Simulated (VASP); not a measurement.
# CdTe (F-43m) in VASP: notebook, part 2 of 2

VASP 6.6.1.

## (3) Single point, B3LYP

POSCAR

```
CdTe
1.0
    0.0000000000      3.2050000000      3.2050000000
    3.2050000000      0.0000000000      3.2050000000
    3.2050000000      3.2050000000      0.0000000000
Te Cd
1 1
Direct
    0.7500000000      0.7500000000      0.7500000000
    0.0000000000      0.0000000000      0.0000000000
```

INCAR.step1

```
SYSTEM = CdTe
PREC = Accurate
ENCUT = 520
EDIFF = 1E-5
ISMEAR = -1
SIGMA = 0.05
LREAL = .FALSE.
LASPH = .TRUE.
NELM = 100
ALGO = Normal
ISIF = 2
LWAVE = .TRUE.
LCHARG = .FALSE.
GGA = PE
NBANDS = 16
```

INCAR.step2

```
SYSTEM = CdTe
PREC = Accurate
ENCUT = 520
EDIFF = 1E-6
ISMEAR = -1
SIGMA = 0.05
LREAL = .FALSE.
LASPH = .TRUE.
NELM = 100
ALGO = Normal
ISIF = 2
LWAVE = .FALSE.
LCHARG = .FALSE.
GGA = B3
LHFCALC = .TRUE.
AEXX = 0.2
AGGAX = 0.72
AGGAC = 0.81
ALDAC = 0.19
PRECFOCK = Normal
ISTART = 1
NBANDS = 16
```

KPOINTS

```
Automatic mesh
0
G
  4 4 4
  0 0 0
```

Potentials or basis: VASP PAW PBE potentials, release 64 (Te, Cd).

Command:

```sh
$ cat potpaw_PBE.64/Te/POTCAR potpaw_PBE.64/Cd/POTCAR > POTCAR
$ cp INCAR.step1 INCAR
$ mpirun -np 1 vasp_std > vasp.out
$ cp INCAR.step2 INCAR
$ mpirun -np 1 vasp_std > vasp.out
```

OUTCAR:

```text
SYSTEM = CdTe
   PREC = Accurate
   ENCUT = 520
   EDIFF = 1E-6
   ISMEAR = -1
   LREAL = .FALSE.
   LASPH = .TRUE.
   NELM = 100
   ISIF = 2
   GGA = B3
   LHFCALC = .TRUE.
   AEXX = 0.2
   PRECFOCK = Normal
   ISTART = 1

 ion  position               nearest neighbor table
   1  0.750  0.750  0.750-   2 2.78   2 2.78   2 2.78   2 2.78
   2  0.000  0.000  0.000-   1 2.78   1 2.78   1 2.78   1 2.78

  LATTYP: Found a face centered cubic cell.
 ALAT       =     6.4100000000

  Lattice vectors:

 A1 = (   0.0000000000,   3.2050000000,   3.2050000000)
 A2 = (   3.2050000000,   0.0000000000,   3.2050000000)
 A3 = (   3.2050000000,   3.2050000000,   0.0000000000)

Analysis of symmetry for initial positions (statically):
=====================================================================
 Subroutine PRICEL returns:
 Original cell was already a primitive cell.

 Routine SETGRP: Setting up the symmetry group for a
 face centered cubic supercell.

[... 153 lines left out ...]
  free energy    TOTEN  =        -5.16955077 eV

  energy without entropy =       -5.16955076  energy(sigma->0) =       -5.16955077

 E-fermi :   3.2217     XC(G=0):  -6.9544

 val. band max:        2.1958322840   @ k =   0.0000   0.0000   0.0000
 cond. band min:       4.1874158377   @ k =   0.0000   0.0000   0.0000
 fundamental gap:      1.9915835537
 Fermi energy:         3.2217185774

 k-point     1 :       0.0000    0.0000    0.0000
  band No.  band energies     occupation
      1     -10.0295      2.00000
      2      -7.3816      2.00000
      3      -7.3816      2.00000
      4      -7.3816      2.00000
      5      -7.0970      2.00000
      6      -7.0970      2.00000
[... 129 lines left out ...]
      3      -7.2415      2.00000
      4      -7.1305      2.00000
      5      -7.0976      2.00000
      6      -6.3551      2.00000
[... 8 lines left out ...]
     15      15.0498      0.00000
     16      15.1941      0.00000

------------------------ aborting loop because EDIFF is reached ----------------------------------------

  FORCE on cell =-STRESS in cart. coord.  units (eV):
  Direction    XX          YY          ZZ          XY          YZ          ZX
  --------------------------------------------------------------------------------------
  -------------------------------------------------------------------------------------
  Total        2.4178071      2.4178071      2.4178071      0.0000000     -0.0000000      0.0000000
  in kB       58.8326134     58.8326134     58.8326134      0.0000000     -0.0000000      0.0000000
  external PRESSURE =      58.8326134 kB  Pullay stress =       0.0000000 kB

 VOLUME and BASIS-vectors are now :
 -----------------------------------------------------------------------------
  energy-cutoff  :      520.00
  volume of cell :       65.84
      direct lattice vectors                 reciprocal lattice vectors
     0.000000000  3.205000000  3.205000000    -0.156006240  0.156006240  0.156006240
     3.205000000  0.000000000  3.205000000     0.156006240 -0.156006240  0.156006240
     3.205000000  3.205000000  0.000000000     0.156006240  0.156006240 -0.156006240

 POSITION                                       TOTAL-FORCE (eV/Angst)
 -----------------------------------------------------------------------------------
      4.80750      4.80750      4.80750         0.000000      0.000000      0.000000
      0.00000      0.00000      0.00000        -0.000000     -0.000000     -0.000000
 -----------------------------------------------------------------------------------
    total drift:                                0.000001     -0.000022     -0.000010

  FREE ENERGIE OF THE ION-ELECTRON SYSTEM (eV)
  ---------------------------------------------------
  free  energy   TOTEN  =        -5.1695507652 eV

  energy  without entropy=       -5.1695507649  energy(sigma->0) =       -5.16955077
```

OUTCAR.step1:

```text
SYSTEM = CdTe
   PREC = Accurate
   ENCUT = 520
   EDIFF = 1E-5
   ISMEAR = -1
   LREAL = .FALSE.
[... 355 lines left out ...]
      4.80750      4.80750      4.80750        -0.000000     -0.000000      0.000000
      0.00000      0.00000      0.00000         0.000000      0.000000     -0.000000
 -----------------------------------------------------------------------------------
    total drift:                                0.000000      0.000000      0.000000

  FREE ENERGIE OF THE ION-ELECTRON SYSTEM (eV)
  ---------------------------------------------------
  free  energy   TOTEN  =        -4.6609438363 eV

  energy  without entropy=       -4.6609344387  energy(sigma->0) =       -4.66093914
```

Wall time 15 min (1 thread of Intel Xeon 8259CL, shared host); peak memory 0.22 GiB.

What came out:

```yaml
Free_energy: -5.1696 eV
Pressure: 5.9 GPa
Band_gap_on_the_k_mesh: 1.99 eV
```

Levels at points of the mesh, in eV from the valence-band top:
```
           k point  band 7  band 8  band 9  band 10  band 11  band 12
(0.00, 0.00, 0.00)    0.00    0.00    0.00     1.99     5.86     5.86
(0.50, 0.00, 0.00)   -4.93   -0.88   -0.88     3.03     6.48     6.48
(0.50, 0.50, 0.00)   -4.79   -2.10   -2.10     3.71     3.88    10.58
```

Caveat: the k points lie up to 0.42 Å⁻¹ apart; the PAW data sets were made with another functional, which shifts forces and pressure a little; spin-orbit coupling is left out, which moves the levels of the heavy elements.
